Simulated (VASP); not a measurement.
# GaP (F-43m) in VASP: a series of runs

Runs on GaP. Level: PBE. Tasks: single point, relaxation of volume and atoms at fixed shape.

Everything below comes from runs of VASP 6.6.1. Logs are shortened: lines on timing, memory, paths and dates and some standing lists are left out, and cuts for length are marked.

**What was measured.**

“Stacking defects in GaP nanowires: Electronic structure and optical properties”, 2018, arxiv:1810.01194 quotes, for a bulk crystal of GaP at 10 K: band gap 2.34 eV (indirect).

The runs below are set against these values where they give the same quantity.

**1. The cell of the first run**

Symmetry: F-43m, No. 216, cubic system. Conventional cell: a = 5.506 Å, b = 5.506 Å, c = 5.506 Å, α = 90.00°, β = 90.00°, γ = 90.00°. Ga (site symmetry -43m) has 4 P at 2.38 Å within 3.1 Å. P (site symmetry -43m) has 4 Ga at 2.38 Å within 3.1 Å.

**2. Single point, PBE**

File INCAR:

```
SYSTEM = GaP
PREC = Accurate
ENCUT = 500
EDIFF = 1E-6
ISMEAR = 0
SIGMA = 0.01
LREAL = .FALSE.
LASPH = .TRUE.
NELM = 120
ALGO = Normal
ISIF = 2
LWAVE = .FALSE.
LCHARG = .FALSE.
GGA = PE
NBANDS = 16
GGA_COMPAT = .FALSE.
```

File KPOINTS:

```
regular mesh
0
G
  6 6 6
  0 0 0
```

File POSCAR:

```
GaP
1.0
    0.0000000000      2.7531794534      2.7531794534
    2.7531794534      0.0000000000      2.7531794534
    2.7531794534      2.7531794534      0.0000000000
Ga P
1 1
Direct
    0.0000000000      0.0000000000      0.0000000000
    0.2500000000      0.2500000000      0.2500000000
```

Potentials or basis: VASP PAW PBE potentials, release 64 (Ga_d, P).

Launch:

```sh
cat potpaw_PBE.64/Ga_d/POTCAR potpaw_PBE.64/P/POTCAR > POTCAR
mpirun -np 1 vasp_std > vasp.out
```

OUTCAR:

```text
SYSTEM = GaP
   PREC = Accurate
   ENCUT = 500
   EDIFF = 1E-6
   ISMEAR = 0
   LREAL = .FALSE.
   LASPH = .TRUE.
   NELM = 120
   ISIF = 2
   GGA = PE

 ion  position               nearest neighbor table
   1  0.000  0.000  0.000-   2 2.38   2 2.38   2 2.38   2 2.38
   2  0.250  0.250  0.250-   1 2.38   1 2.38   1 2.38   1 2.38

  LATTYP: Found a face centered cubic cell.
 ALAT       =     5.5063589068

  Lattice vectors:

 A1 = (   0.0000000000,   2.7531794534,   2.7531794534)
 A2 = (   2.7531794534,   0.0000000000,   2.7531794534)
 A3 = (   2.7531794534,   2.7531794534,   0.0000000000)

Analysis of symmetry for initial positions (statically):
=====================================================================
 Subroutine PRICEL returns:
 Original cell was already a primitive cell.

 Routine SETGRP: Setting up the symmetry group for a
 face centered cubic supercell.

 Subroutine GETGRP returns: Found 24 space group operations
 (whereof 24 operations were pure point group operations)
 out of a pool of 48 trial point group operations.

The static configuration has the point symmetry T_d .

Analysis of symmetry for dynamics (positions and initial velocities):
=====================================================================
 Subroutine PRICEL returns:
 Original cell was already a primitive cell.

 Routine SETGRP: Setting up the symmetry group for a
 face centered cubic supercell.

 Subroutine GETGRP returns: Found 24 space group operations
 (whereof 24 operations were pure point group operations)
 out of a pool of 48 trial point group operations.

The dynamic configuration has the point symmetry T_d .

 Subroutine INISYM returns: Found 24 space group operations
 (whereof 24 operations are pure point group operations),
 and found     1 'primitive' translations

----------------------------------------------------------------------------------------

                                     Primitive cell

  volume of cell :      41.7382

  direct lattice vectors                    reciprocal lattice vectors
     0.000000000  2.753179453  2.753179453    -0.181608213  0.181608213  0.181608213
     2.753179453  0.000000000  2.753179453     0.181608213 -0.181608213  0.181608213
     2.753179453  2.753179453  0.000000000     0.181608213  0.181608213 -0.181608213

  length of vectors
     3.893583723  3.893583723  3.893583723     0.314554652  0.314554652  0.314554652

[... 70 lines left out ...]
   NELM   =    120;   NELMIN=  2; NELMDL= -5     # of ELM steps
   EDIFF  = 0.1E-05   stopping-criterion for ELM
   LREAL  =      F    real-space projection
   EDIFFG = 0.1E-04   stopping-criterion for IOM
   NSW    =      0    number of steps for IOM
   IBRION =     -1    ionic relax: 0-MD 1-quasi-New 2-CG
   NFREE  =      0    steps in history (QN), initial steepest desc. (CG)
   ISIF   =      2    stress and relaxation
   ISYM   =      2    0-nonsym 1-usesym 2-fastsym
   POTIM  = 0.5000    time-step for ionic-motion
   TEBEG  =    0.0;   TEEND  =   0.0 temperature during run
   PSTRESS=    0.0 pullay stress
   NELECT =      18.0000    total number of electrons
   NUPDOWN=      -1.0000    fix difference up-down
   EMIN   =  10.00;   EMAX   =-10.00  energy-range for DOS
   EFERMI =   0.00;   METHOD = LEGACY
   ISMEAR =     0;   SIGMA  =   0.01  broadening in eV -4-tet -1-fermi 0-gaus
   EFERMI_NEDOS =   21; number of points for ismear=-14 and -15
   IALGO  =     38    algorithm
   IMIX   =      4    mixing-type and parameters
     AMIX     =   0.40;   BMIX     =  1.00
     AMIX_MAG =   1.60;   BMIX_MAG =  1.00
  volume/ion in A,a.u.               =      20.87       140.83
  Fermi-wavevector in a.u.,A,eV,Ry     =   1.236862  2.337330 20.814559  1.529827
  Thomas-Fermi vector in A             =   2.371453
   LORBIT       =      0    0 simple, 1 ext, 2 COOP (PROOUT), +10 PAW based schemes
   GGA     = PE    functional components
   LHFCALC =     F    Hartree Fock is set to
   AEXX    =    0.0000 exact exchange contribution
   IVDW    =     0    specifies the selected vdW correction
   LEPSILON=     F    determine dielectric tensor
   LRPA    =     F    only Hartree local field effects (RPA)
 non-spin polarized calculation
 Gauss-broadening in eV      SIGMA  =   0.01
  energy-cutoff  :      500.00
  volume of cell :       41.74
 maximum number of plane-waves:      1068
   NGX = 15   NGY = 15   NGZ = 15

 number of electron      18.0000009 magnetization

 Free energy of the ion-electron system (eV)
  ---------------------------------------------------
  ext. energy  EPLUGINS =         0.00000000
  ---------------------------------------------------
  free energy    TOTEN  =        -9.11189944 eV

  energy without entropy =       -9.11189944  energy(sigma->0) =       -9.11189944

 E-fermi :   4.4065     XC(G=0):  -9.6914

 val. band max:        4.3515840028   @ k =   0.0000   0.0000   0.0000
 cond. band min:       5.9242739654   @ k =   0.0000   0.0000   0.0000
 fundamental gap:      1.5726899626
 Fermi energy:         4.4065470183

 k-point     1 :       0.0000    0.0000    0.0000
  band No.  band energies     occupation
      1     -10.1586      2.00000
      2     -10.1586      2.00000
      3     -10.1586      2.00000
      4     -10.0681      2.00000
      5     -10.0681      2.00000
      6      -7.9155      2.00000
[... 281 lines left out ...]
      3     -10.1040      2.00000
      4     -10.0863      2.00000
      5     -10.0561      2.00000
      6      -5.0275      2.00000
[... 8 lines left out ...]
     15      16.1157      0.00000
     16      17.7624      0.00000

------------------------ aborting loop because EDIFF is reached ----------------------------------------

  FORCE on cell =-STRESS in cart. coord.  units (eV):
  Direction    XX          YY          ZZ          XY          YZ          ZX
  --------------------------------------------------------------------------------------
  -------------------------------------------------------------------------------------
  Total       -0.0186708     -0.0186708     -0.0186708      0.0000000      0.0000000     -0.0000000
  in kB       -0.7167059     -0.7167059     -0.7167059      0.0000000      0.0000000     -0.0000000
  external PRESSURE =      -0.7167059 kB  Pullay stress =       0.0000000 kB

 VOLUME and BASIS-vectors are now :
 -----------------------------------------------------------------------------
  energy-cutoff  :      500.00
  volume of cell :       41.74
      direct lattice vectors                 reciprocal lattice vectors
     0.000000000  2.753179453  2.753179453    -0.181608213  0.181608213  0.181608213
     2.753179453  0.000000000  2.753179453     0.181608213 -0.181608213  0.181608213
     2.753179453  2.753179453  0.000000000     0.181608213  0.181608213 -0.181608213

 POSITION                                       TOTAL-FORCE (eV/Angst)
 -----------------------------------------------------------------------------------
      0.00000      0.00000      0.00000        -0.000000     -0.000000     -0.000000
      1.37659      1.37659      1.37659         0.000000      0.000000      0.000000
 -----------------------------------------------------------------------------------
    total drift:                                0.000001      0.000001      0.000001

  FREE ENERGIE OF THE ION-ELECTRON SYSTEM (eV)
  ---------------------------------------------------
  free  energy   TOTEN  =        -9.1118994378 eV

  energy  without entropy=       -9.1118994378  energy(sigma->0) =       -9.11189944
```

OSZICAR:

```text
N       E                     dE             d eps       ncg     rms          rms(c)
DAV:   1     0.759566295287E+02    0.75957E+02   -0.88872E+03   528   0.149E+03
DAV:   2    -0.356799885171E+01   -0.79525E+02   -0.76118E+02   592   0.294E+02
DAV:   3    -0.928271168597E+01   -0.57147E+01   -0.56974E+01   632   0.626E+01
DAV:   4    -0.937505352767E+01   -0.92342E-01   -0.92322E-01   656   0.847E+00
DAV:   5    -0.937651363479E+01   -0.14601E-02   -0.14600E-02   632   0.882E-01    0.411E+00
DAV:   6    -0.913615963521E+01    0.24035E+00   -0.37861E-01   808   0.102E+01    0.271E+00
DAV:   7    -0.911091968665E+01    0.25240E-01   -0.90944E-02   664   0.198E+00    0.109E+00
DAV:   8    -0.911132552730E+01   -0.40584E-03   -0.13266E-02   608   0.138E+00    0.176E-01
DAV:   9    -0.911174526335E+01   -0.41974E-03   -0.13282E-03   608   0.512E-01    0.836E-02
DAV:  10    -0.911182404581E+01   -0.78782E-04   -0.11364E-04   760   0.111E-01    0.419E-02
DAV:  11    -0.911189984158E+01   -0.75796E-04   -0.10505E-04   552   0.855E-02    0.517E-03
DAV:  12    -0.911189943780E+01    0.40378E-06   -0.30456E-06   640   0.219E-02
   1 F= -.91118994E+01 E0= -.91118994E+01  d E =-.594597E-17
```

It took 11 s on 1 thread of Intel Xeon Platinum 8488C (Sapphire Rapids), shared host; peak memory 0.15 GiB.

Results:

| Property | Result |
| --- | --- |
| Free energy | -9.1119 eV |
| Pressure | -0.1 GPa |
| Band gap on the k mesh | 1.57 eV, direct |

**3. Single point, PBE**

File INCAR:

```
ALGO     = Normal         # electronic algorithm
EDIFF    = 1E-6           # SCF threshold, eV
ENCUT    = 500            # plane-wave cutoff, eV
GGA      = PE             # functional
GGA_COMPAT= F            
ISIF     = 2              # what is computed and relaxed
ISMEAR   = 0              # smearing method
LASPH    = T              # aspherical terms in the spheres
LCHARG   = F              # write CHGCAR
LREAL    = F              # projectors in reciprocal space
LWAVE    = F              # write WAVECAR
NBANDS   = 16             # bands
NELM     = 120            # most SCF steps
PREC     = Accurate       # precision mode
SIGMA    = 0.01           # smearing width, eV
```

File KPOINTS:

```
k-points
0
Gamma
  6 6 6
```

POSCAR is that of step 2.

Potentials or basis: VASP PAW PBE potentials, release 64 (Ga_d, P).

Launch:

```sh
cat potpaw_PBE.64/Ga_d/POTCAR potpaw_PBE.64/P/POTCAR > POTCAR
mpirun -np 1 vasp_std > vasp.out
```

It took 14 s on 1 thread of Intel Xeon Platinum 8488C (Sapphire Rapids), shared host; peak memory 0.15 GiB.

Results (log left out):

- Free energy: -9.1119 eV
- Pressure: -0.1 GPa
- Band gap on the k mesh: 1.57 eV, direct

Levels at points of the mesh, in eV from the valence-band top:
```tsv
k point	band 7	band 8	band 9	band 10	band 11	band 12
(0.00, 0.00, 0.00)	0.00	0.00	0.00	1.57	3.89	3.89
(0.50, 0.00, 0.00)	-6.46	-1.07	-1.07	1.58	4.72	4.72
(0.50, 0.50, 0.00)	-6.62	-2.58	-2.58	1.71	1.84	10.36
```

**4. Relaxation of volume and atoms at fixed shape, PBE**

This run uses another cell than the first one, of 20.24 Å³/atom, 0.970 times its volume.

File INCAR:

```
ALGO = Normal ; EDIFF = 1E-7
EDIFFG = -0.01 ; ENCUT = 500
GGA = PE ; GGA_COMPAT = False
IBRION = 2 ; ISIF = 8
ISMEAR = 0 ; LASPH = True
LCHARG = False ; LREAL = False
LWAVE = False ; NELM = 120
NELMIN = 4 ; NSW = 80
PREC = Accurate ; SIGMA = 0.01
```

KPOINTS is that of step 3.

File POSCAR:

```
GaP
1.0
    0.0000000000      2.7252500000      2.7252500000
    2.7252500000      0.0000000000      2.7252500000
    2.7252500000      2.7252500000      0.0000000000
Ga P
1 1
Direct
    0.0000000000      0.0000000000      0.0000000000
    0.2500000000      0.2500000000      0.2500000000
```

Potentials or basis: VASP PAW PBE potentials, release 64 (Ga_d, P).

Launch:

```sh
cat potpaw_PBE.64/Ga_d/POTCAR potpaw_PBE.64/P/POTCAR > POTCAR
mpirun -np 1 vasp_std > vasp.out
```

OUTCAR:

```text
EDIFF = 1E-7
   EDIFFG = -0.01
   ENCUT = 500
   GGA = PE
   IBRION = 2
   ISIF = 8
   ISMEAR = 0
   LASPH = True
   LREAL = False
   NELM = 120
   NELMIN = 4
   NSW = 80
   PREC = Accurate

 ion  position               nearest neighbor table
   1  0.000  0.000  0.000-   2 2.36   2 2.36   2 2.36   2 2.36
   2  0.250  0.250  0.250-   1 2.36   1 2.36   1 2.36   1 2.36

  LATTYP: Found a face centered cubic cell.
 ALAT       =     5.4505000000

  Lattice vectors:

 A1 = (   0.0000000000,   2.7252500000,   2.7252500000)
 A2 = (   2.7252500000,   0.0000000000,   2.7252500000)
 A3 = (   2.7252500000,   2.7252500000,   0.0000000000)

Analysis of symmetry for initial positions (statically):
=====================================================================
 Subroutine PRICEL returns:
 Original cell was already a primitive cell.
[... 170 lines left out ...]
  Total        0.6309766      0.6309766      0.6309766      0.0000000      0.0000000      0.0000000
  in kB       24.9732327     24.9732327     24.9732327      0.0000000      0.0000000      0.0000000
  external PRESSURE =      24.9732327 kB  Pullay stress =       0.0000000 kB
[... 59 lines left out ...]
--------------------------------------- Ionic step        3  -------------------------------------------

 number of electron      18.0000009 magnetization

 Free energy of the ion-electron system (eV)
  ---------------------------------------------------
  ext. energy  EPLUGINS =         0.00000000
  ---------------------------------------------------
  free energy    TOTEN  =        -9.11165728 eV

  energy without entropy =       -9.11165728  energy(sigma->0) =       -9.11165728

 E-fermi :   4.4528     XC(G=0):  -9.6930

 val. band max:        4.3560510302   @ k =   0.0000   0.0000   0.0000
 cond. band min:       5.9321057723   @ k =   0.0000   0.0000   0.0000
 fundamental gap:      1.5760547421
 Fermi energy:         4.4527905514

 k-point     1 :       0.0000    0.0000    0.0000
  band No.  band energies     occupation
      1     -10.1553      2.00000
      2     -10.1553      2.00000
      3     -10.1553      2.00000
      4     -10.0647      2.00000
      5     -10.0647      2.00000
      6      -7.9141      2.00000
      7       4.3561      2.00000
      8       4.3561      2.00000
      9       4.3561      2.00000
     10       5.9321      0.00000
     11       8.2471      0.00000
     12       8.2471      0.00000
     13       8.2471      0.00000
[... 267 lines left out ...]
  FREE ENERGIE OF THE ION-ELECTRON SYSTEM (eV)
  ---------------------------------------------------
  free  energy   TOTEN  =        -9.1116572811 eV

  energy  without entropy=       -9.1116572811  energy(sigma->0) =       -9.11165728

 reached required accuracy - stopping structural energy minimisation
```

Run time: 22 s. Hardware: 1 thread of Intel Xeon Platinum 8488C (Sapphire Rapids), shared host; peak memory 0.16 GiB.

What came out:

```
Free energy                            : -9.1117 eV
Relaxed volume                         : 20.86 Å³/atom
Relaxed cell                           : a = 3.893 Å, b = 3.893 Å, c = 3.893 Å, α = 60.00°, β = 60.00°, γ = 60.00°
Space group after relaxing (to 0.05 Å) : F-43m (No. 216)
Energy gained by relaxing              : 4.7 meV/atom
Ionic steps                            : 3
Pressure after relaxing                : 0.0 GPa
Band gap on the k mesh                 : 1.58 eV, direct
```

Step by step:
| step | energy change (eV) | largest force (eV/Å) | pressure (GPa) | volume (Å³) |
| --- | --- | --- | --- | --- |
| 1 | 0.0000 | 0.0000 | 2.50 | 40.48 |
| 2 | -0.0071 | 0.0000 | -1.11 | 42.36 |
| 3 | -0.0094 | 0.0000 | 0.00 | 41.72 |

Final structure:
```
Ga P
1.0
     0.00000    2.75280    2.75280
     2.75280    0.00000    2.75280
     2.75280    2.75280    0.00000
Ga P
1 1
Cartesian
  0.0000 0.0000 0.0000
  1.3764 1.3764 1.3764
```

**5. Comparison with measurements**

Step 2. A measured gap of GaP is 2.34 eV (indirect; 10 K; quoted in “Stacking defects in GaP nanowires: Electronic structure and optical properties”, 2018, arxiv:1810.01194); the calculated 1.57 eV misses it by -0.77 eV. Spin-orbit coupling on Ga is left out. The value is that of PBE on a finite k mesh, which can miss the band edges, without temperature or zero-point motion. Semilocal functionals fall short of measured gaps as a rule.

Step 3. A measured gap of GaP is 2.34 eV (indirect; 10 K; quoted in “Stacking defects in GaP nanowires: Electronic structure and optical properties”, 2018, arxiv:1810.01194); the calculated 1.57 eV misses it by -0.77 eV. Spin-orbit coupling on Ga is left out. The value is that of PBE on a finite k mesh, which can miss the band edges, without temperature or zero-point motion. Semilocal functionals fall short of measured gaps as a rule.
